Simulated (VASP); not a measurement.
# Ru (P6_3/mmc) in VASP: further runs

Ru is run at these levels: r2SCAN; tasks: single point.

All numbers are computed with VASP 6.6.1; they aren't measurements. Logs are shortened: lines on timing, memory, paths and dates and some standing lists are left out, and cuts for length are marked.

## Step 1: The cell of the first run

Symmetry: P6_3/mmc, No. 194, hexagonal system. Conventional cell: a = 2.706 Å, b = 2.706 Å, c = 4.153 Å, α = 90.00°, β = 90.00°, γ = 120.00°. Ru (site symmetry -6m2) has 12 Ru at 2.60 to 2.71 Å within 3.4 Å.

## Step 2: Single point, r2SCAN (strain +0.000 along x and y, -0.030 along z)

File POSCAR:

```
Ru
1.0
    2.7057993342      0.0000000000      0.0000000000
   -1.3528996671      2.3432909610      0.0000000000
    0.0000000000      0.0000000000      4.1534430000
Ru
2
Direct
    0.3333333333      0.6666666667      0.2500000000
    0.6666666667      0.3333333333      0.7500000000
```

File INCAR.step1:

```
ALGO     = Normal         # electronic algorithm
EDIFF    = 1E-4           # SCF threshold, eV
ENCUT    = 520            # plane-wave cutoff, eV
GGA      = PE             # functional
ISMEAR   = 0              # smearing method
LASPH    = True           # aspherical terms in the spheres
LCHARG   = False          # write CHGCAR
LREAL    = False          # projectors in reciprocal space
LWAVE    = True           # write WAVECAR
NBANDS   = 21             # bands
NELM     = 100            # most SCF steps
PREC     = Accurate       # precision mode
SIGMA    = 0.15           # smearing width, eV
```

File INCAR.step2:

```
ALGO     = Normal         # electronic algorithm
EDIFF    = 1E-6           # SCF threshold, eV
ENCUT    = 520            # plane-wave cutoff, eV
ISIF     = 2              # what is computed and relaxed
ISMEAR   = 0              # smearing method
ISTART   = 1            
LASPH    = True           # aspherical terms in the spheres
LCHARG   = True           # write CHGCAR
LELF     = True           # ELF
LMIXTAU  = True         
LREAL    = False          # projectors in reciprocal space
LVHAR    = True         
LWAVE    = False          # write WAVECAR
METAGGA  = R2SCAN         # meta-GGA
NBANDS   = 21             # bands
NELM     = 100            # most SCF steps
PREC     = Accurate       # precision mode
SIGMA    = 0.15           # smearing width, eV
```

File KPOINTS:

```
k-points
0
Gamma
  24 24 12
```

Potentials or basis: VASP PAW PBE potentials, release 64 (Ru_pv).

Launch:

```bash
cat potpaw_PBE.64/Ru_pv/POTCAR > POTCAR
cp INCAR.step1 INCAR
mpirun -np 1 vasp_std > vasp.out
cp INCAR.step2 INCAR
mpirun -np 1 vasp_std > vasp.out
```

OUTCAR:

```text
EDIFF = 1E-6
   ENCUT = 520
   ISIF = 2
   ISMEAR = 0
   ISTART = 1
   LASPH = True
   LREAL = False
   METAGGA = R2SCAN
   NELM = 100
   PREC = Accurate

 ion  position               nearest neighbor table
   1  0.333  0.667  0.250-   2 2.60   2 2.60   2 2.60   2 2.60   2 2.60   2 2.60
   2  0.667  0.333  0.750-   1 2.60   1 2.60   1 2.60   1 2.60   1 2.60   1 2.60

  LATTYP: Found a hexagonal cell.
 ALAT       =     2.7057993342
 C/A-ratio  =     1.5350151608

  Lattice vectors:

 A1 = (   2.7057993342,   0.0000000000,   0.0000000000)
 A2 = (  -1.3528996671,   2.3432909610,   0.0000000000)
 A3 = (   0.0000000000,   0.0000000000,   4.1534430000)

Analysis of symmetry for initial positions (statically):
=====================================================================
 Subroutine PRICEL returns:
 Original cell was already a primitive cell.

 Routine SETGRP: Setting up the symmetry group for a
 hexagonal supercell.

 Subroutine GETGRP returns: Found 24 space group operations
 (whereof 12 operations were pure point group operations)
 out of a pool of 24 trial point group operations.

The static configuration has the point symmetry D_3d.
 The point group associated with its full space group is D_6h.

Analysis of symmetry for dynamics (positions and initial velocities):
=====================================================================
 Subroutine PRICEL returns:
 Original cell was already a primitive cell.

 Routine SETGRP: Setting up the symmetry group for a
 hexagonal supercell.

 Subroutine GETGRP returns: Found 24 space group operations
 (whereof 12 operations were pure point group operations)
 out of a pool of 24 trial point group operations.

The dynamic configuration has the point symmetry D_3d.
 The point group associated with its full space group is D_6h.

 Subroutine INISYM returns: Found 24 space group operations
 (whereof 12 operations are pure point group operations),
 and found     1 'primitive' translations

----------------------------------------------------------------------------------------

                                     Primitive cell

  volume of cell :      26.3348

  direct lattice vectors                    reciprocal lattice vectors
     2.705799334  0.000000000  0.000000000     0.369576556  0.213375124  0.000000000
    -1.352899667  2.343290961  0.000000000     0.000000000  0.426750249  0.000000000
     0.000000000  0.000000000  4.153443000     0.000000000  0.000000000  0.240764108

  length of vectors
     2.705799334  2.705799334  4.153443000     0.426750249  0.426750249  0.240764108

  position of ions in fractional coordinates (direct lattice)
     0.333333333  0.666666667  0.250000000
     0.666666667  0.333333333  0.750000000

  ion indices of the primitive-cell ions
   primitive index   ion index
                 1           1
                 2           2

----------------------------------------------------------------------------------------

 KPOINTS: k-points

Automatic generation of k-mesh.
 Grid dimensions read from file:
 generate k-points for:   24   24   12

 Generating k-lattice:

  Cartesian coordinates                     Fractional coordinates (reciprocal lattice)
     0.015399023  0.008890630  0.000000000     0.041666667 -0.000000000  0.000000000
     0.000000000  0.017781260  0.000000000     0.000000000  0.041666667  0.000000000
     0.000000000  0.000000000  0.020063676     0.000000000  0.000000000  0.083333333

  Length of vectors
     0.017781260  0.017781260  0.020063676

  Shift w.r.t. Gamma in fractional coordinates (k-lattice)
     0.000000000  0.000000000  0.000000000

 Subroutine IBZKPT returns following result:
 ===========================================

 Found    427 irreducible k-points:

 Following reciprocal coordinates:
            Coordinates               Weight
  0.000000  0.000000  0.000000      1.000000
  0.041667  0.000000  0.000000      6.000000
  0.083333  0.000000  0.000000      6.000000
  0.125000  0.000000  0.000000      6.000000
  0.166667  0.000000  0.000000      6.000000
  0.208333  0.000000  0.000000      6.000000
[... 16 lines left out ...]
  0.416667  0.041667  0.000000     12.000000
  0.458333  0.041667  0.000000     12.000000
 [... further k-points ...]
   k-points           NKPTS =    427   k-points in BZ     NKDIM =    427   number of bands    NBANDS=     21
   number of dos      NEDOS =    301   number of ions     NIONS =      2
   total plane-waves  NPLWV =  12800
   dimension x,y,z NGX =    20 NGY =   20 NGZ =   32
   dimension x,y,z NGXF=    40 NGYF=   40 NGZF=   64
   ions per type =               2
   NGX,Y,Z   is equivalent  to a cutoff of  12.29, 12.29, 12.81 a.u.
   NGXF,Y,Z  is equivalent  to a cutoff of  24.58, 24.58, 25.62 a.u.
 SYSTEM =  unknown system
   PREC   = accura    normal or accurate (medium, high low for compatibility)
   ISTART =      1    job   : 0-new  1-cont  2-samecut
   ICHARG =      0    charge: 1-file 2-atom 10-const
[... 79 lines left out ...]
      4     -30.6372      2.00000
      5     -30.6241      2.00000
      6     -30.5273      2.00000
[... 13 lines left out ...]
     20      21.7159      0.00000
     21      24.9508      0.00000

 k-point     3 :       0.0833    0.0000    0.0000
  band No.  band energies     occupation
      1     -31.9411      2.00000
      2     -30.9113      2.00000
      3     -30.8766      2.00000
      4     -30.6799      2.00000
      5     -30.6287      2.00000
      6     -30.5388      2.00000
[... 13 lines left out ...]
     20      21.7159      0.00000
     21      24.9208      0.00000

 k-point     4 :       0.1250    0.0000    0.0000
  band No.  band energies     occupation
      1     -31.9065      2.00000
      2     -30.9757      2.00000
      3     -30.8992      2.00000
      4     -30.7470      2.00000
      5     -30.6365      2.00000
      6     -30.5578      2.00000
[... 13 lines left out ...]
     20      21.7159      0.00000
     21      24.8645      0.00000

 k-point     5 :       0.1667    0.0000    0.0000
  band No.  band energies     occupation
      1     -31.8596      2.00000
      2     -31.0597      2.00000
      3     -30.9280      2.00000
      4     -30.8330      2.00000
      5     -30.6472      2.00000
      6     -30.5844      2.00000
[... 13 lines left out ...]
     20      21.7159      0.00000
     21      24.7797      0.00000

 k-point     6 :       0.2083    0.0000    0.0000
  band No.  band energies     occupation
      1     -31.8021      2.00000
      2     -31.1577      2.00000
      3     -30.9607      2.00000
      4     -30.9312      2.00000
      5     -30.6604      2.00000
      6     -30.6182      2.00000
[... 13 lines left out ...]
     20      21.7159      0.00000
     21      24.6711      0.00000

 k-point     7 :       0.2500    0.0000    0.0000
  band No.  band energies     occupation
      1     -31.7358      2.00000
      2     -31.2630      2.00000
      3     -31.0343      2.00000
      4     -30.9950      2.00000
      5     -30.6753      2.00000
      6     -30.6590      2.00000
[... 13 lines left out ...]
     20      21.7159      0.00000
     21      24.5484      0.00000
[... 291 lines left out ...]
      1     -31.6218      2.00000
      2     -31.4167      2.00000
      3     -31.1931      2.00000
      4     -31.0415      2.00000
      5     -30.7339      2.00000
      6     -30.7064      2.00000
[... 13 lines left out ...]
     20      23.3015      0.00000
     21      24.3283      0.00000

 k-point    21 :       0.3333    0.0417    0.0000
  band No.  band energies     occupation
      1     -31.5469      2.00000
      2     -31.5079      2.00000
      3     -31.2724      2.00000
      4     -31.0747      2.00000
      5     -30.7866      2.00000
      6     -30.7208      2.00000
[... 13 lines left out ...]
     20      23.7883      0.00000
     21      24.3540      0.00000

 k-point    22 :       0.3750    0.0417    0.0000
  band No.  band energies     occupation
      1     -31.5823      2.00000
      2     -31.4762      2.00000
      3     -31.3372      2.00000
      4     -31.1004      2.00000
      5     -30.8390      2.00000
      6     -30.7328      2.00000
[... 13 lines left out ...]
     20      22.5561      0.00000
     21      25.0118      0.00000

 k-point    23 :       0.4167    0.0417    0.0000
  band No.  band energies     occupation
      1     -31.6349      2.00000
      2     -31.4177      2.00000
      3     -31.3827      2.00000
      4     -31.1182      2.00000
      5     -30.8846      2.00000
      6     -30.7413      2.00000
[... 13 lines left out ...]
     20      21.7160      0.00000
     21      25.1414      0.00000

 k-point    24 :       0.4583    0.0417    0.0000
  band No.  band energies     occupation
      1     -31.6620      2.00000
      2     -31.4063      2.00000
      3     -31.3829      2.00000
      4     -31.1272      2.00000
      5     -30.9127      2.00000
      6     -30.7458      2.00000
[... 13 lines left out ...]
     20      21.7158      0.00000
     21      25.2907      0.00000

 [... further k-points ...]

------------------------ aborting loop because EDIFF is reached ----------------------------------------

  FORCE on cell =-STRESS in cart. coord.  units (eV):
  Direction    XX          YY          ZZ          XY          YZ          ZX
  --------------------------------------------------------------------------------------
  -------------------------------------------------------------------------------------
  Total        1.0742338      1.0742338      3.4025680     -0.0000000     -0.0000000     -0.0000000
  in kB       65.3550802     65.3550802    207.0080975     -0.0000000     -0.0000000     -0.0000000
  external PRESSURE =     112.5727526 kB  Pullay stress =       0.0000000 kB

 VOLUME and BASIS-vectors are now :
 -----------------------------------------------------------------------------
  energy-cutoff  :      520.00
  volume of cell :       26.33
      direct lattice vectors                 reciprocal lattice vectors
     2.705799334  0.000000000  0.000000000     0.369576556  0.213375124  0.000000000
    -1.352899667  2.343290961  0.000000000     0.000000000  0.426750249  0.000000000
     0.000000000  0.000000000  4.153443000     0.000000000  0.000000000  0.240764108

 POSITION                                       TOTAL-FORCE (eV/Angst)
 -----------------------------------------------------------------------------------
     -0.00000      1.56219      1.03836        -0.000000      0.000000      0.000000
      1.35290      0.78110      3.11508         0.000000     -0.000000      0.000000
 -----------------------------------------------------------------------------------
    total drift:                               -0.000000      0.000000     -0.000000

  FREE ENERGIE OF THE ION-ELECTRON SYSTEM (eV)
  ---------------------------------------------------
  free  energy   TOTEN  =       -50.8181842134 eV

  energy  without entropy=      -50.8009510783  energy(sigma->0) =      -50.80956765
```

Wall time 4.8 min (1 thread of AMD EPYC 9R45 (Zen 5), shared host); peak memory 0.26 GiB.

What came out:

```yaml
Free_energy: -50.8182 eV
Pressure: 11.3 GPa
Band_gap_on_the_k_mesh: zero (bands 14 and 15 overlap by 3.50 eV)
```

Caveat: the cell differs from its parent crystal (strain +0.000 along x and y, -0.030 along z); the stress differs along the axes, from 7 to 21 GPa; the PAW data sets were made with another functional, which shifts forces and pressure a little.

## Step 3: Single point, r2SCAN (strain +0.030 along x and y, -0.030 along z)

File POSCAR:

```
Ru
1.0
    2.7869733142      0.0000000000      0.0000000000
   -1.3934866571      2.4135896898      0.0000000000
    0.0000000000      0.0000000000      4.1534430000
Ru
2
Direct
    0.3333333333      0.6666666667      0.2500000000
    0.6666666667      0.3333333333      0.7500000000
```

File INCAR.step1:

```
SYSTEM = Ru
  PREC = Accurate
  ENCUT = 520
  ISMEAR = 0
  SIGMA = 0.15
  LREAL = .False.
  LASPH = .True.
  NELM = 100
  NBANDS = 21
  GGA = PE
  ALGO = Normal
  EDIFF = 1E-4
  LWAVE = .True.
  LCHARG = .False.
```

File INCAR.step2:

```
SYSTEM = Ru
  PREC = Accurate
  ENCUT = 520
  EDIFF = 1E-6
  ISMEAR = 0
  SIGMA = 0.15
  LREAL = .False.
  LASPH = .True.
  NELM = 100
  ALGO = Normal
  ISIF = 2
  LWAVE = .False.
  LCHARG = .False.
  METAGGA = R2SCAN
  LMIXTAU = .True.
  NBANDS = 21
  ISTART = 1
```

File KPOINTS:

```
Automatic mesh
0
Gamma
  24 24 12
  0 0 0
```

Potentials or basis: VASP PAW PBE potentials, release 64 (Ru_pv).

Launch:

```bash
cat potpaw_PBE.64/Ru_pv/POTCAR > POTCAR
cp INCAR.step1 INCAR
mpirun -np 1 vasp_std > vasp.out
cp INCAR.step2 INCAR
mpirun -np 1 vasp_std > vasp.out
```

Wall time 6 min (1 thread of AMD EPYC 9R45 (Zen 5), shared host); peak memory 0.28 GiB.

It converged, with:

* Free energy: -50.7691 eV
* Pressure: -7.6 GPa
* Band gap on the k mesh: zero (bands 14 and 15 overlap by 3.18 eV)

Stress tensor (GPa, compression positive):
```
-15.04   0.00   0.00
  0.00 -15.04   0.00
  0.00   0.00   7.20
```

Levels at points of the mesh, in eV from the Fermi level:
| k point | band 12 | band 13 | band 14 | band 15 | band 16 | band 17 |
| --- | --- | --- | --- | --- | --- | --- |
| (0.00, 0.00, 0.00) | -1.89 | -1.87 | -1.86 | -1.86 | 1.15 | 1.15 |
| (0.50, 0.00, 0.00) | -1.77 | -1.20 | 1.02 | 1.58 | 2.12 | 3.88 |
| (0.00, 0.00, 0.50) | -3.03 | -2.42 | -2.42 | 0.59 | 0.59 | 0.59 |
| (0.50, 0.00, 0.50) | -1.32 | 0.38 | 0.38 | 1.38 | 1.38 | 3.33 |

Caveat: the cell differs from its parent crystal (strain +0.030 along x and y, -0.030 along z); the stress differs along the axes, from -15 to 7 GPa; the PAW data sets were made with another functional, which shifts forces and pressure a little.

## Step 4: Single point, r2SCAN (strain +0.000 along x and y, +0.030 along z)

File POSCAR:

```
Ru
1.0
    2.7057993342      0.0000000000      0.0000000000
   -1.3528996671      2.3432909610      0.0000000000
    0.0000000000      0.0000000000      4.4103570000
Ru
2
Direct
    0.3333333333      0.6666666667      0.2500000000
    0.6666666667      0.3333333333      0.7500000000
```

File INCAR.step1:

```
SYSTEM = Ru
ALGO     = Normal         ! electronic algorithm
EDIFF    = 1E-4           ! SCF threshold, eV
ENCUT    = 520            ! plane-wave cutoff, eV
GGA      = PE             ! functional
ISMEAR   = 0              ! smearing method
LASPH    = .TRUE.         ! aspherical terms in the spheres
LCHARG   = .FALSE.        ! write CHGCAR
LREAL    = .FALSE.        ! projectors in reciprocal space
LWAVE    = .TRUE.         ! write WAVECAR
NBANDS   = 21             ! bands
NELM     = 100            ! most SCF steps
PREC     = Accurate       ! precision mode
SIGMA    = 0.15           ! smearing width, eV
```

File INCAR.step2:

```
SYSTEM = Ru
ALGO     = Normal         ! electronic algorithm
EDIFF    = 1E-7           ! SCF threshold, eV
ENCUT    = 520            ! plane-wave cutoff, eV
ISIF     = 2              ! what is computed and relaxed
ISMEAR   = 0              ! smearing method
ISTART   = 1            
LASPH    = .TRUE.         ! aspherical terms in the spheres
LCHARG   = .FALSE.        ! write CHGCAR
LMIXTAU  = .TRUE.       
LREAL    = .FALSE.        ! projectors in reciprocal space
LWAVE    = .FALSE.        ! write WAVECAR
METAGGA  = R2SCAN         ! meta-GGA
NBANDS   = 21             ! bands
NELM     = 100            ! most SCF steps
PREC     = Accurate       ! precision mode
SIGMA    = 0.15           ! smearing width, eV
```

File KPOINTS:

```
k-points
0
G
  24 24 12
  0 0 0
```

Launch:

```bash
cat potpaw_PBE.64/Ru_pv/POTCAR > POTCAR
cp INCAR.step1 INCAR
mpirun -np 1 vasp_std > vasp.out
cp INCAR.step2 INCAR
mpirun -np 1 vasp_std > vasp.out
```

Wall time 5.1 min (1 thread of AMD EPYC 9R45 (Zen 5), shared host); peak memory 0.27 GiB.

It converged, with:

```
Free energy            : -50.8081 eV
Pressure               : -9.8 GPa
Band gap on the k mesh : zero (bands 14 and 15 overlap by 3.15 eV)
```

Stress tensor (GPa, compression positive):
```
 -4.84   0.00   0.00
  0.00  -4.84   0.00
  0.00   0.00 -19.72
```

Levels at points of the mesh, in eV from the Fermi level:
```csv
k point,band 11,band 12,band 13,band 14,band 15,band 16,band 17,band 18
"(0.00, 0.00, 0.00)",-2.57,-1.96,-1.96,-1.18,-1.18,0.96,1.17,1.17
"(0.50, 0.00, 0.00)",-2.28,-1.72,-1.68,1.58,1.75,1.93,4.13,6.26
"(0.00, 0.00, 0.50)",-2.67,-2.67,-2.67,-2.67,0.51,0.51,0.51,0.51
"(0.50, 0.00, 0.50)",-0.96,-0.96,0.45,0.45,1.79,1.79,3.43,3.43
```

Caveat: the cell differs from its parent crystal (strain +0.000 along x and y, +0.030 along z); the stress differs along the axes, from -20 to -5 GPa; the PAW data sets were made with another functional, which shifts forces and pressure a little.

## Step 5: Summary

```csv
cell,gap on the mesh (eV),pressure (GPa)
"a = 2.706, b = 2.706, c = 4.153 Å, angles 90.0, 90.0, 120.0°, 2 atoms",none,11.3
"a = 2.787, b = 2.787, c = 4.153 Å, angles 90.0, 90.0, 120.0°, 2 atoms",none,-7.6
"a = 2.706, b = 2.706, c = 4.410 Å, angles 90.0, 90.0, 120.0°, 2 atoms",none,-9.8
```

Alike in all rows: task single point; level r2SCAN; potentials or basis VASP PAW PBE potentials, release 64 (Ru_pv); no spin polarisation; k mesh 24 × 24 × 12; cutoff (eV) 520; smearing gaussian 0.15 eV.

Caveats: the PAW data sets were made with another functional, which shifts forces and pressure a little; the stress differs along the axes, from 7 to 21 GPa (at least some runs); the stress differs along the axes, from -15 to 7 GPa (at least some runs); the stress differs along the axes, from -20 to -5 GPa (at least some runs).

Absolute energies hang on the potentials; compare differences alone.
